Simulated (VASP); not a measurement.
# SiO2 (P4_2/mnm) in VASP: further runs, part 2 of 2

VASP 6.6.1. Earlier steps stand in the parts before.

**3. Single point, PBE (strain +4.0%)**

File INCAR:

```
PREC = Accurate
ENCUT = 520
EDIFF = 1E-6
ISMEAR = -1
SIGMA = 0.02
LREAL = F
LASPH = T
NELM = 100
ALGO = Normal
ISIF = 2
LWAVE = F
LCHARG = F
GGA = PE
NBANDS = 25
```

File KPOINTS:

```
regular mesh
0
Gamma
  6 6 10
```

File POSCAR:

```
SiO2
1.0
    4.3525963506      0.0000000000      0.0000000000
    0.0000000000      4.3525963506      0.0000000000
    0.0000000000      0.0000000000      2.7755934866
Si O
2 4
Direct
    0.0000000000      0.0000000000      0.0000000000
    0.5000000000      0.5000000000      0.5000000000
    0.3109103466      0.3109103466      0.0000000000
    0.1890896534      0.8109103466      0.5000000000
    0.8109103466      0.1890896534      0.5000000000
    0.6890896534      0.6890896534      0.0000000000
```

Potentials or basis: VASP PAW PBE potentials, release 64 (Si, O).

The run is started by

```sh
$ cat potpaw_PBE.64/Si/POTCAR potpaw_PBE.64/O/POTCAR > POTCAR
$ mpirun -np 1 vasp_std > vasp.out
```

OUTCAR:

```text
PREC = Accurate
   ENCUT = 520
   EDIFF = 1E-6
   ISMEAR = -1
   LREAL = F
   LASPH = T
   NELM = 100
   ISIF = 2
   GGA = PE

 ion  position               nearest neighbor table
   1  0.000  0.000  0.000-   4 1.81   5 1.81   4 1.81   5 1.81   3 1.91   6 1.91
   2  0.500  0.500  0.500-   3 1.81   6 1.81   3 1.81   6 1.81   5 1.91   4 1.91
   3  0.311  0.311  0.000-   2 1.81   2 1.81   1 1.91
   4  0.189  0.811  0.500-   1 1.81   1 1.81   2 1.91
   5  0.811  0.189  0.500-   1 1.81   1 1.81   2 1.91
   6  0.689  0.689  0.000-   2 1.81   2 1.81   1 1.91

  LATTYP: Found a simple tetragonal cell.
 ALAT       =     4.3525963506
 C/A-ratio  =     0.6376868570

  Lattice vectors:

 A1 = (   4.3525963506,   0.0000000000,   0.0000000000)
 A2 = (   0.0000000000,   4.3525963506,   0.0000000000)
 A3 = (   0.0000000000,   0.0000000000,   2.7755934866)

Analysis of symmetry for initial positions (statically):
=====================================================================
 Subroutine PRICEL returns:
 Original cell was already a primitive cell.

 Routine SETGRP: Setting up the symmetry group for a
 simple tetragonal supercell.

 Subroutine GETGRP returns: Found 16 space group operations
 (whereof  8 operations were pure point group operations)
 out of a pool of 16 trial point group operations.

The static configuration has the point symmetry D_2h.
 The point group associated with its full space group is D_4h.

Analysis of symmetry for dynamics (positions and initial velocities):
=====================================================================
 Subroutine PRICEL returns:
 Original cell was already a primitive cell.

 Routine SETGRP: Setting up the symmetry group for a
 simple tetragonal supercell.

 Subroutine GETGRP returns: Found 16 space group operations
 (whereof  8 operations were pure point group operations)
[... 124 lines left out ...]
   EMIN   =  10.00;   EMAX   =-10.00  energy-range for DOS
   EFERMI =   0.00;   METHOD = LEGACY
   ISMEAR =    -1;   SIGMA  =   0.02  broadening in eV -4-tet -1-fermi 0-gaus
   EFERMI_NEDOS =   21; number of points for ismear=-14 and -15
   IALGO  =     38    algorithm
   IMIX   =      4    mixing-type and parameters
     AMIX     =   0.40;   BMIX     =  1.00
     AMIX_MAG =   1.60;   BMIX_MAG =  1.00
  volume/ion in A,a.u.               =       8.76        59.14
  Fermi-wavevector in a.u.,A,eV,Ry     =   1.387311  2.621638 26.186219  1.924633
  Thomas-Fermi vector in A             =   2.511544
   LORBIT       =      0    0 simple, 1 ext, 2 COOP (PROOUT), +10 PAW based schemes
   GGA     = PE    functional components
   LHFCALC =     F    Hartree Fock is set to
   AEXX    =    0.0000 exact exchange contribution
   IVDW    =     0    specifies the selected vdW correction
   LEPSILON=     F    determine dielectric tensor
   LRPA    =     F    only Hartree local field effects (RPA)
 non-spin polarized calculation
  energy-cutoff  :      520.00
  volume of cell :       52.58
 maximum number of plane-waves:      1444
   NGX = 17   NGY = 17   NGZ = 11

 number of electron      31.9999988 magnetization

 Free energy of the ion-electron system (eV)
  ---------------------------------------------------
  ext. energy  EPLUGINS =         0.00000000
  ---------------------------------------------------
  free energy    TOTEN  =       -46.03388405 eV

  energy without entropy =      -46.03388405  energy(sigma->0) =      -46.03388405

 E-fermi :   7.0040     XC(G=0): -11.6377

 val. band max:        6.5865228236   @ k =   0.0000   0.0000   0.0000
 cond. band min:      10.3324728437   @ k =   0.0000   0.0000   0.0000
 fundamental gap:      3.7459500201
 Fermi energy:         7.0039857605

 k-point     1 :       0.0000    0.0000    0.0000
  band No.  band energies     occupation
      1     -14.7914      2.00000
      2     -11.7256      2.00000
      3     -11.6579      2.00000
      4     -11.6579      2.00000
      5      -3.2781      2.00000
      6       0.9470      2.00000
[... 661 lines left out ...]
     24      18.5415      0.00000
     25      20.0036      0.00000

 [... further k-points ...]
[... 5 lines left out ...]
  --------------------------------------------------------------------------------------
  -------------------------------------------------------------------------------------
  Total       -5.1983277     -5.1983277     -8.7363477      0.0000000      0.0000000      0.0000000
  in kB     -158.3877508   -158.3877508   -266.1876149      0.0000000      0.0000000      0.0000000
  external PRESSURE =    -194.3210388 kB  Pullay stress =       0.0000000 kB

 VOLUME and BASIS-vectors are now :
 -----------------------------------------------------------------------------
  energy-cutoff  :      520.00
  volume of cell :       52.58
      direct lattice vectors                 reciprocal lattice vectors
     4.352596351  0.000000000  0.000000000     0.229747930  0.000000000  0.000000000
     0.000000000  4.352596351  0.000000000     0.000000000  0.229747930  0.000000000
     0.000000000  0.000000000  2.775593487     0.000000000  0.000000000  0.360283307

 POSITION                                       TOTAL-FORCE (eV/Angst)
 -----------------------------------------------------------------------------------
      0.00000      0.00000      0.00000         0.000000     -0.000000      0.000000
      2.17630      2.17630      1.38780         0.000000     -0.000000      0.000000
      1.35327      1.35327      0.00000        -0.078167     -0.078167     -0.000000
      0.82303      3.52957      1.38780         0.078167     -0.078167     -0.000000
      3.52957      0.82303      1.38780        -0.078167      0.078167      0.000000
      2.99933      2.99933      0.00000         0.078167      0.078167      0.000000
 -----------------------------------------------------------------------------------
    total drift:                                0.000000     -0.000000      0.000000

  FREE ENERGIE OF THE ION-ELECTRON SYSTEM (eV)
  ---------------------------------------------------
  free  energy   TOTEN  =       -46.0338840495 eV

  energy  without entropy=      -46.0338840495  energy(sigma->0) =      -46.03388405
```

OSZICAR:

```text
N       E                     dE             d eps       ncg     rms          rms(c)
DAV:   1     0.133664350605E+03    0.13366E+03   -0.17264E+04  3016   0.122E+03
DAV:   2    -0.432009873418E+02   -0.17687E+03   -0.16801E+03  3840   0.269E+02
DAV:   3    -0.504852091002E+02   -0.72842E+01   -0.72515E+01  4012   0.528E+01
DAV:   4    -0.505353536459E+02   -0.50145E-01   -0.50126E-01  3501   0.507E+00
DAV:   5    -0.505358171386E+02   -0.46349E-03   -0.46338E-03  4061   0.462E-01    0.157E+01
DAV:   6    -0.459711947282E+02    0.45646E+01   -0.13341E+01  3721   0.242E+01    0.689E+00
DAV:   7    -0.460182048329E+02   -0.47010E-01   -0.63644E-01  3668   0.459E+00    0.274E+00
DAV:   8    -0.460271506727E+02   -0.89458E-02   -0.26522E-02  3889   0.139E+00    0.106E+00
DAV:   9    -0.460336679687E+02   -0.65173E-02   -0.10367E-02  3802   0.854E-01    0.255E-01
DAV:  10    -0.460339376015E+02   -0.26963E-03   -0.11045E-03  3785   0.221E-01    0.622E-02
DAV:  11    -0.460338820089E+02    0.55593E-04   -0.18958E-04  3882   0.969E-02    0.145E-02
DAV:  12    -0.460338839935E+02   -0.19845E-05   -0.10914E-05  3616   0.221E-02    0.482E-03
DAV:  13    -0.460338840495E+02   -0.56064E-07   -0.13451E-06  2738   0.827E-03
   1 F= -.46033884E+02 E0= -.46033884E+02  d E =-.214844E-11
```

stdout:

```text
POSCAR found type information on POSCAR SiO
 POSCAR found :  2 types and       6 ions
 scaLAPACK will be used
 LDA part: xc-table for (Slater+PW92), standard interpolation
 POSCAR, INCAR and KPOINTS ok, starting setup
 FFT: planning ... GRIDC
 FFT: planning ... GRID_SOFT
 FFT: planning ... GRID
 WAVECAR not read
 entering main loop
```

It took 37 s on 1 thread of Intel Xeon Platinum 8488C (Sapphire Rapids), shared host; peak memory 0.19 GiB.

What came out:

```yaml
Free_energy: -46.0339 eV
Pressure: -19.4 GPa
Largest_force: 0.111 eV/Å
Band_gap_on_the_k_mesh: 3.75 eV
```

Forces on the atoms (eV/Å):
```
Si   0.000  0.000  0.000
Si   0.000  0.000  0.000
O   -0.078 -0.078  0.000
O    0.078 -0.078  0.000
O   -0.078  0.078  0.000
O    0.078  0.078  0.000
```

Levels at points of the mesh, in eV from the valence-band top:
```tsv
k point	band 12	band 13	band 14	band 15	band 16	band 17	band 18	band 19	band 20	band 21
(0.00, 0.00, 0.00)	-2.85	-2.60	-0.75	-0.75	0.00	3.75	6.01	7.63	7.63	10.97
(0.50, 0.00, 0.00)	-3.23	-2.53	-2.53	-0.98	-0.98	6.16	6.16	8.21	8.21	10.13
(0.50, 0.50, 0.00)	-2.94	-2.19	-2.19	-1.86	-1.86	5.88	5.88	8.93	8.93	11.56
(0.00, 0.00, 0.50)	-3.96	-2.44	-2.44	-2.31	-2.31	7.65	7.65	10.91	10.91	11.66
(0.50, 0.00, 0.50)	-3.32	-1.99	-1.99	-1.45	-1.45	7.66	7.66	8.56	8.56	11.81
(0.50, 0.50, 0.50)	-3.87	-1.65	-1.65	-1.25	-1.25	6.14	6.14	9.81	9.81	11.49
```

Caveat: the cell differs from its parent crystal (strain +4.0%); the cell stands under tension.

**4. Single point, r2SCAN (strain -4.0%)**

File POSCAR:

```
SiO2
1.0
    4.0177812467      0.0000000000      0.0000000000
    0.0000000000      4.0177812467      0.0000000000
    0.0000000000      0.0000000000      2.5620862953
Si O
2 4
Direct
    0.0000000000      0.0000000000      0.0000000000
    0.5000000000      0.5000000000      0.5000000000
    0.3024450714      0.3024450714      0.0000000000
    0.1975549286      0.8024450714      0.5000000000
    0.8024450714      0.1975549286      0.5000000000
    0.6975549286      0.6975549286      0.0000000000
```

File INCAR.step1:

```
SYSTEM = SiO2
ALGO = Normal
EDIFF = 1E-4
ENCUT = 520
GGA = PE
ISMEAR = 0
LASPH = .TRUE.
LCHARG = .FALSE.
LREAL = .FALSE.
LWAVE = .TRUE.
NBANDS = 25
NELM = 80
PREC = Accurate
SIGMA = 0.01
```

File INCAR.step2:

```
SYSTEM = SiO2
ALGO = Normal
EDIFF = 1E-7
ENCUT = 520
ISIF = 2
ISMEAR = 0
ISTART = 1
LASPH = .TRUE.
LCHARG = .FALSE.
LMIXTAU = .TRUE.
LREAL = .FALSE.
LWAVE = .FALSE.
METAGGA = R2SCAN
NBANDS = 25
NELM = 80
PREC = Accurate
SIGMA = 0.01
```

File KPOINTS:

```
k-points
0
G
  6 6 10
  0 0 0
```

The run is started by

```sh
$ cat potpaw_PBE.64/Si/POTCAR potpaw_PBE.64/O/POTCAR > POTCAR
$ cp INCAR.step1 INCAR
$ mpirun -np 1 vasp_std > vasp.out
$ cp INCAR.step2 INCAR
$ mpirun -np 1 vasp_std > vasp.out
```

Wall time 2.4 min (1 thread of Intel Xeon Platinum 8488C (Sapphire Rapids), shared host); peak memory 0.18 GiB.

The run converged. Its results:

- Free energy: -57.9889 eV
- Pressure: 51.4 GPa
- Largest force: 0.024 eV/Å
- Band gap on the k mesh: 8.14 eV

Forces on the atoms (eV/Å):
```
Si   0.000  0.000  0.000
Si   0.000  0.000  0.000
O   -0.017 -0.017  0.000
O    0.017 -0.017  0.000
O   -0.017  0.017  0.000
O    0.017  0.017  0.000
```

Stress tensor (GPa, compression positive):
```
47.28  0.00  0.00
 0.00 47.28  0.00
 0.00  0.00 59.52
```

Levels at points of the mesh, in eV from the valence-band top:
```csv
k point,band 14,band 15,band 16,band 17,band 18,band 19
"(0.00, 0.00, 0.00)",-1.03,-1.03,0.00,8.14,8.79,10.48
"(0.50, 0.00, 0.00)",-2.93,-1.20,-1.20,10.26,10.26,11.17
"(0.50, 0.50, 0.00)",-3.17,-2.82,-2.82,9.99,9.99,12.34
"(0.00, 0.00, 0.50)",-3.83,-3.16,-3.16,11.81,11.81,15.01
"(0.50, 0.00, 0.50)",-2.65,-2.16,-2.16,10.87,10.87,12.30
"(0.50, 0.50, 0.50)",-1.96,-1.93,-1.93,9.48,9.48,13.04
```

Caveat: the cell differs from its parent crystal (strain -4.0%); the cell stands under pressure; the PAW data sets were made with another functional, which shifts forces and pressure a little. A k mesh can miss the band edges.

**5. Single point, r2SCAN (strain -3.0%)**

File POSCAR:

```
SiO2
1.0
    4.0596331347      0.0000000000      0.0000000000
    0.0000000000      4.0596331347      0.0000000000
    0.0000000000      0.0000000000      2.5887746942
Si O
2 4
Direct
    0.0000000000      0.0000000000      0.0000000000
    0.5000000000      0.5000000000      0.5000000000
    0.3032819262      0.3032819262      0.0000000000
    0.1967180738      0.8032819262      0.5000000000
    0.8032819262      0.1967180738      0.5000000000
    0.6967180738      0.6967180738      0.0000000000
```

File INCAR.step1:

```
SYSTEM = SiO2
ALGO     = Normal         ! electronic algorithm
EDIFF    = 1E-4           ! SCF threshold, eV
ENCUT    = 520            ! plane-wave cutoff, eV
GGA      = PE             ! functional
ISMEAR   = 0              ! smearing method
LASPH    = .TRUE.         ! aspherical terms in the spheres
LCHARG   = .FALSE.        ! write CHGCAR
LREAL    = .FALSE.        ! projectors in reciprocal space
LWAVE    = .TRUE.         ! write WAVECAR
NBANDS   = 25             ! bands
NELM     = 80             ! most SCF steps
PREC     = Accurate       ! precision mode
SIGMA    = 0.01           ! smearing width, eV
```

File INCAR.step2:

```
SYSTEM = SiO2
ALGO     = Normal         ! electronic algorithm
EDIFF    = 1E-7           ! SCF threshold, eV
ENCUT    = 520            ! plane-wave cutoff, eV
ISIF     = 2              ! what is computed and relaxed
ISMEAR   = 0              ! smearing method
ISTART   = 1            
LASPH    = .TRUE.         ! aspherical terms in the spheres
LCHARG   = .FALSE.        ! write CHGCAR
LMIXTAU  = .TRUE.       
LREAL    = .FALSE.        ! projectors in reciprocal space
LWAVE    = .FALSE.        ! write WAVECAR
METAGGA  = R2SCAN         ! meta-GGA
NBANDS   = 25             ! bands
NELM     = 80             ! most SCF steps
PREC     = Accurate       ! precision mode
SIGMA    = 0.01           ! smearing width, eV
```

KPOINTS is that of step 4.

The run is started by

```sh
$ cat potpaw_PBE.64/Si/POTCAR potpaw_PBE.64/O/POTCAR > POTCAR
$ cp INCAR.step1 INCAR
$ mpirun -np 1 vasp_std > vasp.out
$ cp INCAR.step2 INCAR
$ mpirun -np 1 vasp_std > vasp.out
```

It took 2.3 min on 1 thread of Intel Xeon Platinum 8488C (Sapphire Rapids), shared host; peak memory 0.18 GiB.

Results (log left out):

| Property | Result |
| --- | --- |
| Free energy | -58.3470 eV |
| Pressure | 36.0 GPa |
| Largest force | 0.030 eV/Å |
| Band gap on the k mesh | 8.03 eV |

Forces in eV/Å, atoms in the order of the input:
```
Si   0.000  0.000  0.000
Si   0.000  0.000  0.000
O   -0.021 -0.021  0.000
O    0.021 -0.021  0.000
O   -0.021  0.021  0.000
O    0.021  0.021  0.000
```

Stress tensor (GPa, compression positive):
```
32.80  0.00  0.00
 0.00 32.80  0.00
 0.00  0.00 42.41
```

Levels at points of the mesh, in eV from the valence-band top:
```tsv
k point	band 13	band 14	band 15	band 16	band 17	band 18	band 19	band 20
(0.00, 0.00, 0.00)	-2.49	-0.99	-0.99	0.00	8.03	8.18	10.22	10.22
(0.50, 0.00, 0.00)	-2.88	-2.88	-1.17	-1.17	9.92	9.92	10.84	10.84
(0.50, 0.50, 0.00)	-3.05	-3.05	-2.68	-2.68	9.60	9.60	12.00	12.00
(0.00, 0.00, 0.50)	-3.64	-3.64	-3.04	-3.04	11.38	11.38	14.66	14.66
(0.50, 0.00, 0.50)	-2.56	-2.56	-2.07	-2.07	10.62	10.62	11.94	11.94
(0.50, 0.50, 0.50)	-1.89	-1.89	-1.86	-1.86	9.13	9.13	12.79	12.79
```

Caveat: the cell differs from its parent crystal (strain -3.0%); the cell stands under pressure; the PAW data sets were made with another functional, which shifts forces and pressure a little. A k mesh can miss the band edges.

**6. Summary**

| level | cell | smearing | gap on the mesh (eV) | pressure (GPa) | largest force (eV/Å) |
| --- | --- | --- | --- | --- | --- |
| PBE | a = 4.311, b = 4.311, c = 2.749 Å, 6 atoms, atomic positions A | fermi-dirac 0.02 eV | 4.16 | -13.7 | 0.10 |
| PBE | a = 4.353, b = 4.353, c = 2.776 Å, 6 atoms, atomic positions A | fermi-dirac 0.02 eV | 3.75 | -19.4 | 0.11 |
| r2SCAN | a = 4.018, b = 4.018, c = 2.562 Å, 6 atoms, atomic positions B | gaussian 0.01 eV | 8.14 | 51.4 | 0.02 |
| r2SCAN | a = 4.060, b = 4.060, c = 2.589 Å, 6 atoms, atomic positions B | gaussian 0.01 eV | 8.03 | 36.0 | 0.03 |

Alike in all rows: task single point; potentials or basis VASP PAW PBE potentials, release 64 (Si, O); no spin polarisation; k mesh 6 × 6 × 10; cutoff (eV) 520.

Caveats: the cell stands under tension (at least some runs); the cell stands under pressure (at least some runs); the PAW data sets were made with another functional, which shifts forces and pressure a little (at least some runs).

Absolute energies hang on the potentials; compare differences alone.
